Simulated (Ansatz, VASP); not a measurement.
**B: VASP beside Ansatz**

```
B
1.0
     3.01012    0.00000    0.00000
    -1.50506    2.60684    0.00000
     0.00000    0.00000    3.86446
B
4
Cartesian
  0.0000 1.7379 1.9322
  1.5051 0.8689 3.8645
  1.5051 0.8689 1.9322
  0.0000 1.7379 0.0000
```

Alike in both runs: functional PBE; k mesh 9 × 9 × 4; occupations gaussian, width 0.1 eV; no spin polarisation.

Ansatz relaxed the structure, and its values are those at the end. VASP's run is a single point on that final structure, the one shown.

|  | VASP | Ansatz |
| --- | --- | --- |
| version | VASP 6.6.1 | Ansatz 0.2.0 |
| potentials or method | VASP PAW PBE potentials, release 64 (B), cutoff 520 eV | scalar-relativistic, plane waves, PAW |
| valence electrons in the cell | 12 | 12 |

```csv
,VASP,Ansatz,Ansatz less VASP
gap on the k mesh at the Fermi level (eV),none,none,-
pressure (GPa),0.1,0.1,-0.04
```

A gap of «none» marks a metal or a gap that the smearing closes.

The k mesh is coarse, so the values compare programs but aren't converged.
